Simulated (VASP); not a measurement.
Runs of VASP 6.6.1 on Cd2Ru. The structure is that of space group P6/mmm (No. 191), or close to it. The cells are those of the table. 

```tsv
task	cell	k mesh	cutoff (eV)	gap on the mesh (eV)	pressure (GPa)	relaxed volume (Å³/atom)
single point	a = 4.649, b = 4.649, c = 2.798 Å, angles 90.0, 90.0, 120.0°, 3 atoms	6 × 6 × 6	520	none	1.2	-
single point	a = 4.670, b = 4.670, c = 2.766 Å, angles 90.0, 90.0, 120.0°, 3 atoms	6 × 6 × 4	520	none	1.3	-
single point	a = 4.658, b = 4.658, c = 2.789 Å, angles 90.0, 90.0, 120.0°, 3 atoms	12 × 12 × 16	520	none	1.2	-
relaxation of cell and atoms	relaxed from a = 4.670, b = 4.670, c = 2.766 Å, angles 90.0, 90.0, 120.0°, 3 atoms	6 × 6 × 6	600	none	0.2	17.58
relaxation of cell and atoms	relaxed from a = 3.933, b = 3.933, c = 4.247 Å, angles 90.0, 90.0, 120.0°, 3 atoms	6 × 6 × 4	600	none	0.2	(a)
single point	a = 3.933, b = 3.933, c = 4.247 Å, angles 90.0, 90.0, 120.0°, 3 atoms	6 × 6 × 4	520	none	22.8	-
```

Alike in all rows: level r2SCAN; potentials or basis VASP PAW PBE potentials, release 64 (Cd, Ru_pv); no spin polarisation; smearing gaussian 0.1 eV.

Question: Fill in the values left out.

Answer: (a) 17.53.

Caveats: some runs use coarse meshes; the PAW data sets were made with another functional, which shifts forces and pressure a little.

A k mesh can miss the band edges, and the runs leave out spin-orbit coupling on Cd, Ru.

A gap of «none» marks levels without a gap at the run's occupations.
